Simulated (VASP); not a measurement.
**ZnS: single point with PBE**

**What was measured.**

From “Electronic, vibrational, and thermodynamic properties of ZnS (zincblende and rocksalt structure)”, 2009, arxiv:0911.5022, for a bulk crystal of ZnS at 19 K: band gap 3.85 eV (direct).

Crystal: ZnS.

```
CELL_PARAMETERS angstrom
0.00000 2.70200 2.70200
2.70200 0.00000 2.70200
2.70200 2.70200 0.00000
ATOMIC_POSITIONS crystal
Zn 0.75000 0.75000 0.75000
S 0.00000 0.00000 0.00000
```

| Item | Value |
| --- | --- |
| Program | VASP 6.6.1 |
| Task | single point |
| Functional | PBE |
| Potentials or basis | VASP PAW PBE potentials, release 64 (Zn, S) |
| Cutoff | 520 eV |
| k mesh | 9 × 9 × 9 |
| Occupations | gaussian, width 0.024 eV |
| Spin | no spin polarisation |
| Dipole correction | no |
| Further INCAR settings | ALGO = Normal; EDIFF = 1e-07; NBANDS = 16 |

| Quantity | Value |
| --- | --- |
| Pressure | 1.8 GPa |
| Band gap on the k mesh | 2.11 eV, direct |

Levels at points of the mesh, in eV from the valence-band top:
| k point | band 7 | band 8 | band 9 | band 10 | band 11 | band 12 |
| --- | --- | --- | --- | --- | --- | --- |
| (0.00, 0.00, 0.00) | 0.00 | 0.00 | 0.00 | 2.11 | 6.40 | 6.40 |

Wall time 11 s on 1 thread of Intel(R) Xeon(R) 6975P-C (Granite Rapids), on a shared host, peak memory 0.16 GiB.

Against the measured gap of ZnS, 3.85 eV (direct; 19 K; quoted in “Electronic, vibrational, and thermodynamic properties of ZnS (zincblende and rocksalt structure)”, 2009, arxiv:0911.5022), the calculated 2.11 eV is off by -1.74 eV. The value is that of PBE, without temperature or zero-point motion. Semilocal functionals fall short of measured gaps as a rule.
